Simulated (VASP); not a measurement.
# ScTa2N3 (P4/mmm) in VASP: a series of runs

Runs on ScTa2N3. Level: PBE. Tasks: single point.

Everything below comes from runs of VASP 6.6.1. Logs are shortened: lines on timing, memory, paths and dates and some standing lists are left out, and cuts for length are marked.

## 1. The cell of the first run

The structure is tetragonal, space group P4/mmm (No. 123). Conventional cell: a = 2.751 Å, b = 2.751 Å, c = 8.279 Å, α = 90.00°, β = 90.00°, γ = 90.00°. Sc (site symmetry 4/mmm) has 8 N at 2.45 Å and 4 Sc at 2.75 Å and 2 Ta at 2.76 Å within 3.2 Å. Ta (site symmetry 4mm) has 8 N at 2.33 to 2.38 Å and 5 Ta at 2.75 Å and 1 Sc at 2.76 Å within 3.1 Å. Within 3.1 Å of N (site symmetry 4mm) lie 4 Ta at 2.33 Å and 4 Sc at 2.45 Å and 6 N at 2.65 to 2.97 Å. Within 3.1 Å of N (site symmetry 4/mmm) lie 8 Ta at 2.38 Å and 6 N at 2.65 to 2.75 Å.

## 2. Single point, PBE, collinear spin, ferromagnetic start

Contents of INCAR:

```
SYSTEM = ScTa2N3
ALGO     = Normal         ! electronic algorithm
EDIFF    = 1E-6           ! SCF threshold, eV
ENCUT    = 520            ! plane-wave cutoff, eV
GGA      = PE             ! functional
ISIF     = 2              ! what is computed and relaxed
ISMEAR   = 0              ! smearing method
ISPIN    = 2              ! spin polarisation
LASPH    = .True.         ! aspherical terms in the spheres
LCHARG   = .False.        ! write CHGCAR
LMAXMIX  = 4              ! l up to which the mixer works
LORBIT   = 11             ! projections on sites
LREAL    = .False.        ! projectors in reciprocal space
LWAVE    = .False.        ! write WAVECAR
MAGMOM   = 0 1 1 0 0 0    ! initial moments
NBANDS   = 37             ! bands
NELM     = 150            ! most SCF steps
PREC     = Accurate       ! precision mode
SIGMA    = 0.1            ! smearing width, eV
```

Contents of KPOINTS:

```
k-points
0
Gamma
  6 6 2
  0 0 0
```

Contents of POSCAR:

```
ScTa2N3
1.0
    2.7510309147      0.0000000000      0.0000000000
    0.0000000000      2.7510309147      0.0000000000
    0.0000000000      0.0000000000      8.2787066525
Sc Ta N
1 2 3
Direct
    0.0000000000      0.0000000000      0.0000000000
    0.0000000000      0.0000000000      0.3339570728
    0.0000000000      0.0000000000      0.6660429272
    0.5000000000      0.5000000000      0.1795749818
    0.5000000000      0.5000000000      0.5000000000
    0.5000000000      0.5000000000      0.8204250182
```

Potentials or basis: VASP PAW PBE potentials, release 64 (Sc_sv, Ta_pv, N).

Command:

```console
$ cat potpaw_PBE.64/Sc_sv/POTCAR potpaw_PBE.64/Ta_pv/POTCAR potpaw_PBE.64/N/POTCAR > POTCAR
$ mpirun -np 1 vasp_std > vasp.out
```

OUTCAR:

```text
SYSTEM = ScTa2N3
   EDIFF = 1E-6
   ENCUT = 520
   GGA = PE
   ISIF = 2
   ISMEAR = 0
   ISPIN = 2
   LASPH = .True.
   LORBIT = 11
   LREAL = .False.
   NELM = 150
   PREC = Accurate

 ion  position               nearest neighbor table
   1  0.000  0.000  0.000-   4 2.45   6 2.45   4 2.45   6 2.45   4 2.45   6 2.45   4 2.45   6 2.45
                             2 2.76   3 2.76
   2  0.000  0.000  0.334-   4 2.33   4 2.33   4 2.33   4 2.33   5 2.38   5 2.38   5 2.38   5 2.38
                             3 2.75   1 2.76
   3  0.000  0.000  0.666-   6 2.33   6 2.33   6 2.33   6 2.33   5 2.38   5 2.38   5 2.38   5 2.38
                             2 2.75   1 2.76
   4  0.500  0.500  0.180-   2 2.33   2 2.33   2 2.33   2 2.33   1 2.45   1 2.45   1 2.45   1 2.45

   5  0.500  0.500  0.500-   2 2.38   3 2.38   2 2.38   3 2.38   2 2.38   3 2.38   2 2.38   3 2.38

   6  0.500  0.500  0.820-   3 2.33   3 2.33   3 2.33   3 2.33   1 2.45   1 2.45   1 2.45   1 2.45

  LATTYP: Found a simple tetragonal cell.
 ALAT       =     2.7510309147
 C/A-ratio  =     3.0093106581

  Lattice vectors:

 A1 = (   2.7510309147,   0.0000000000,   0.0000000000)
 A2 = (   0.0000000000,   2.7510309147,   0.0000000000)
 A3 = (   0.0000000000,   0.0000000000,   8.2787066525)

Analysis of symmetry for initial positions (statically):
=====================================================================
 Subroutine PRICEL returns:
 Original cell was already a primitive cell.

 Routine SETGRP: Setting up the symmetry group for a
 simple tetragonal supercell.

 Subroutine GETGRP returns: Found 16 space group operations
 (whereof 16 operations were pure point group operations)
 out of a pool of 16 trial point group operations.

The static configuration has the point symmetry D_4h.

Analysis of symmetry for dynamics (positions and initial velocities):
=====================================================================
 Subroutine PRICEL returns:
 Original cell was already a primitive cell.

 Routine SETGRP: Setting up the symmetry group for a
 simple tetragonal supercell.

 Subroutine GETGRP returns: Found 16 space group operations
 (whereof 16 operations were pure point group operations)
 out of a pool of 16 trial point group operations.

The dynamic configuration has the point symmetry D_4h.

Analysis of structural, dynamic, and magnetic symmetry:
=====================================================================
 Subroutine PRICEL returns:
 Original cell was already a primitive cell.

 Routine SETGRP: Setting up the symmetry group for a
 simple tetragonal supercell.

 Subroutine GETGRP returns: Found 16 space group operations
 (whereof 16 operations were pure point group operations)
 out of a pool of 16 trial point group operations.

The overall configuration has the point symmetry D_4h.

 Subroutine INISYM returns: Found 16 space group operations
 (whereof 16 operations are pure point group operations),
 and found     1 'primitive' translations

----------------------------------------------------------------------------------------

                                     Primitive cell

  volume of cell :      62.6547

  direct lattice vectors                    reciprocal lattice vectors
     2.751030915  0.000000000  0.000000000     0.363500095  0.000000000  0.000000000
     0.000000000  2.751030915  0.000000000     0.000000000  0.363500095  0.000000000
     0.000000000  0.000000000  8.278706653     0.000000000  0.000000000  0.120791815

  length of vectors
     2.751030915  2.751030915  8.278706653     0.363500095  0.363500095  0.120791815

  position of ions in fractional coordinates (direct lattice)
     0.000000000  0.000000000  0.000000000
     0.000000000  0.000000000  0.333957073
     0.000000000  0.000000000  0.666042927
     0.500000000  0.500000000  0.179574982
     0.500000000  0.500000000  0.500000000
     0.500000000  0.500000000  0.820425018

  ion indices of the primitive-cell ions
   primitive index   ion index
                 1           1
                 2           2
                 3           3
                 4           4
                 5           5
                 6           6

----------------------------------------------------------------------------------------

 KPOINTS: k-points

Automatic generation of k-mesh.
 Grid dimensions read from file:
 generate k-points for:    6    6    2

 Generating k-lattice:

  Cartesian coordinates                     Fractional coordinates (reciprocal lattice)
     0.060583349  0.000000000  0.000000000     0.166666667  0.000000000  0.000000000
     0.000000000  0.060583349  0.000000000     0.000000000  0.166666667  0.000000000
     0.000000000  0.000000000  0.060395907     0.000000000  0.000000000  0.500000000

  Length of vectors
     0.060583349  0.060583349  0.060395907

  Shift w.r.t. Gamma in fractional coordinates (k-lattice)
     0.000000000  0.000000000  0.000000000

 Subroutine IBZKPT returns following result:
 ===========================================

 Found     20 irreducible k-points:

 Following reciprocal coordinates:
            Coordinates               Weight
  0.000000  0.000000  0.000000      1.000000
  0.166667  0.000000  0.000000      4.000000
  0.333333  0.000000  0.000000      4.000000
  0.500000  0.000000  0.000000      2.000000
  0.166667  0.166667  0.000000      4.000000
  0.333333  0.166667  0.000000      8.000000
[... 12 lines left out ...]
  0.500000  0.333333  0.500000      4.000000
  0.500000  0.500000  0.500000      1.000000
   k-points           NKPTS =     20   k-points in BZ     NKDIM =     20   number of bands    NBANDS=     37
   number of dos      NEDOS =    301   number of ions     NIONS =      6
   total plane-waves  NPLWV =  25600
   dimension x,y,z NGX =    20 NGY =   20 NGZ =   64
   dimension x,y,z NGXF=    40 NGYF=   40 NGZF=  128
   ions per type =               1   2   3
   NGX,Y,Z   is equivalent  to a cutoff of  12.09, 12.09, 12.85 a.u.
   NGXF,Y,Z  is equivalent  to a cutoff of  24.17, 24.17, 25.70 a.u.
 SYSTEM =  ScTa2N3
   PREC   = accura    normal or accurate (medium, high low for compatibility)
   ISTART =      0    job   : 0-new  1-cont  2-samecut
   ICHARG =      2    charge: 1-file 2-atom 10-const
   ISPIN  =      2    spin polarized calculation?
   LNONCOLLINEAR =      F non collinear calculations
   LSORBIT =      F    spin-orbit coupling
   LASPH  =      T    aspherical Exc in radial PAW
   ENCUT  =  520.0 eV  38.22 Ry    6.18 a.u.   5.12  5.12 15.39*2*pi/ulx,y,z
   NELM   =    150;   NELMIN=  2; NELMDL= -5     # of ELM steps
   EDIFF  = 0.1E-05   stopping-criterion for ELM
   LREAL  =      F    real-space projection
   EDIFFG = 0.1E-04   stopping-criterion for IOM
   NSW    =      0    number of steps for IOM
   IBRION =     -1    ionic relax: 0-MD 1-quasi-New 2-CG
   NFREE  =      0    steps in history (QN), initial steepest desc. (CG)
   ISIF   =      2    stress and relaxation
   ISYM   =      2    0-nonsym 1-usesym 2-fastsym
   POTIM  = 0.5000    time-step for ionic-motion
   TEBEG  =    0.0;   TEEND  =   0.0 temperature during run
   PSTRESS=    0.0 pullay stress
   NELECT =      48.0000    total number of electrons
   NUPDOWN=      -1.0000    fix difference up-down
   EMIN   =  10.00;   EMAX   =-10.00  energy-range for DOS
   EFERMI =   0.00;   METHOD = LEGACY
   ISMEAR =     0;   SIGMA  =   0.10  broadening in eV -4-tet -1-fermi 0-gaus
   EFERMI_NEDOS =   21; number of points for ismear=-14 and -15
   IALGO  =     38    algorithm
   IMIX   =      4    mixing-type and parameters
     AMIX     =   0.40;   BMIX     =  1.00
     AMIX_MAG =   1.60;   BMIX_MAG =  1.00
  volume/ion in A,a.u.               =      10.44        70.47
  Fermi-wavevector in a.u.,A,eV,Ry     =   1.497973  2.830759 30.530443  2.243924
  Thomas-Fermi vector in A             =   2.609792
   LORBIT       =     11    0 simple, 1 ext, 2 COOP (PROOUT), +10 PAW based schemes
   GGA     = PE    functional components
   LHFCALC =     F    Hartree Fock is set to
   AEXX    =    0.0000 exact exchange contribution
   IVDW    =     0    specifies the selected vdW correction
   LEPSILON=     F    determine dielectric tensor
   LRPA    =     F    only Hartree local field effects (RPA)
 spin polarized calculation
 Gauss-broadening in eV      SIGMA  =   0.10
  energy-cutoff  :      520.00
  volume of cell :       62.65
 maximum number of plane-waves:      1712
   NGX = 11   NGY = 11   NGZ = 31

 number of electron      48.0000011 magnetization       0.2468859

 number of electron      48.0000009 magnetization      -0.0040361

 Free energy of the ion-electron system (eV)
  ---------------------------------------------------
  ext. energy  EPLUGINS =         0.00000000
  ---------------------------------------------------
  free energy    TOTEN  =       -58.59171470 eV

  energy without entropy =      -58.57064172  energy(sigma->0) =      -58.58117821

 E-fermi :   7.9002     XC(G=0): -13.2190

 val. band max:        7.8849040240   @ k =   0.3333   0.0000   0.5000
 cond. band min:       7.9091545719   @ k =   0.3333   0.1667   0.0000
 fundamental gap:      0.0242505479
 Fermi energy:         7.9002036794

 spin component 1

 k-point     1 :       0.0000    0.0000    0.0000
  band No.  band energies     occupation
      1     -41.6460      1.00000
      2     -27.1768      1.00000
      3     -26.5722      1.00000
      4     -26.2038      1.00000
      5     -26.2038      1.00000
      6     -26.1428      1.00000
[... 28 lines left out ...]
     35      13.6845      0.00000
     36      13.6845      0.00000
[... 709 lines left out ...]
      5     -27.1290      1.00000
      6     -26.8236      1.00000
[... 28 lines left out ...]
     35      15.0852      0.00000
     36      15.8061      0.00000
 Fermi energy:         7.9002036794

 spin component 2

 k-point     1 :       0.0000    0.0000    0.0000
  band No.  band energies     occupation
      1     -41.6480      1.00000
      2     -27.1769      1.00000
      3     -26.5724      1.00000
      4     -26.2042      1.00000
      5     -26.2042      1.00000
      6     -26.1431      1.00000
[... 28 lines left out ...]
     35      13.6842      0.00000
     36      13.6842      0.00000
[... 709 lines left out ...]
      5     -27.1294      1.00000
      6     -26.8238      1.00000
[... 28 lines left out ...]
     35      15.0851      0.00000
     36      15.8054      0.00000
 [bands above 36 left out]

------------------------ aborting loop because EDIFF is reached ----------------------------------------

  FORCE on cell =-STRESS in cart. coord.  units (eV):
  Direction    XX          YY          ZZ          XY          YZ          ZX
  --------------------------------------------------------------------------------------
  -------------------------------------------------------------------------------------
  Total        0.2988839      0.2988839      0.3718721      0.0000000     -0.0000000      0.0000000
  in kB        7.6429270      7.6429270      9.5093491      0.0000000     -0.0000000      0.0000000
  external PRESSURE =       8.2650677 kB  Pullay stress =       0.0000000 kB

 VOLUME and BASIS-vectors are now :
 -----------------------------------------------------------------------------
  energy-cutoff  :      520.00
  volume of cell :       62.65
      direct lattice vectors                 reciprocal lattice vectors
     2.751030915  0.000000000  0.000000000     0.363500095  0.000000000  0.000000000
     0.000000000  2.751030915  0.000000000     0.000000000  0.363500095  0.000000000
     0.000000000  0.000000000  8.278706653     0.000000000  0.000000000  0.120791815

 POSITION                                       TOTAL-FORCE (eV/Angst)
 -----------------------------------------------------------------------------------
      0.00000      0.00000      0.00000        -0.000000     -0.000000      0.000000
      0.00000      0.00000      2.76473        -0.000000     -0.000000      0.010192
      0.00000      0.00000      5.51397         0.000000     -0.000000     -0.010192
      1.37552      1.37552      1.48665        -0.000000      0.000000     -0.005963
      1.37552      1.37552      4.13935        -0.000000     -0.000000      0.000000
      1.37552      1.37552      6.79206        -0.000000      0.000000      0.005963
 -----------------------------------------------------------------------------------
    total drift:                               -0.000000     -0.000000      0.000000

  FREE ENERGIE OF THE ION-ELECTRON SYSTEM (eV)
  ---------------------------------------------------
  free  energy   TOTEN  =       -58.5917147040 eV

  energy  without entropy=      -58.5706417202  energy(sigma->0) =      -58.58117821

 total charge

# of ion       s       p       d       tot
------------------------------------------
    1        2.199   6.180   1.271   9.650
    2        0.302   6.197   2.493   8.991
    3        0.302   6.197   2.493   8.991
    4        1.236   2.444   0.000   3.680
    5        1.236   2.439   0.000   3.675
    6        1.236   2.444   0.000   3.680
--------------------------------------------------
tot          6.511  25.900   6.257  38.667

 magnetization (x)

# of ion       s       p       d       tot
------------------------------------------
    1       -0.000  -0.000  -0.003  -0.003
    2       -0.000  -0.000  -0.000  -0.000
    3       -0.000  -0.000  -0.000  -0.000
    4        0.000   0.000   0.000   0.000
    5        0.000  -0.000   0.000  -0.000
    6        0.000   0.000   0.000   0.000
--------------------------------------------------
tot         -0.000  -0.000  -0.004  -0.004
```

Run time: 54 s. Hardware: 1 thread of AMD EPYC 9R45 (Zen 5), shared host; peak memory 0.2 GiB.

What came out:

```
Free energy                                           : -58.5917 eV
Pressure                                              : 0.8 GPa
Largest force                                         : 0.010 eV/Å
Band gap on the k mesh                                : zero (filled and empty bands overlap)
Net moment                                            : 0.00 μB per cell
Valence electrons inside the program's atomic spheres : Sc 9.65; Ta 8.99; N 3.68, 3.67
```

Forces on the atoms (eV/Å):
```
Sc   0.000  0.000  0.000
Ta   0.000  0.000  0.010
Ta   0.000  0.000 -0.010
N    0.000  0.000 -0.006
N    0.000  0.000  0.000
N    0.000  0.000  0.006
```

Stress tensor (GPa, compression positive):
```
0.76 0.00 0.00
0.00 0.76 0.00
0.00 0.00 0.95
```

Caveat: the k points lie up to 0.38 Å⁻¹ apart; spin-orbit coupling is left out, which moves the levels of the heavy elements.

[end of part 1 of 2]
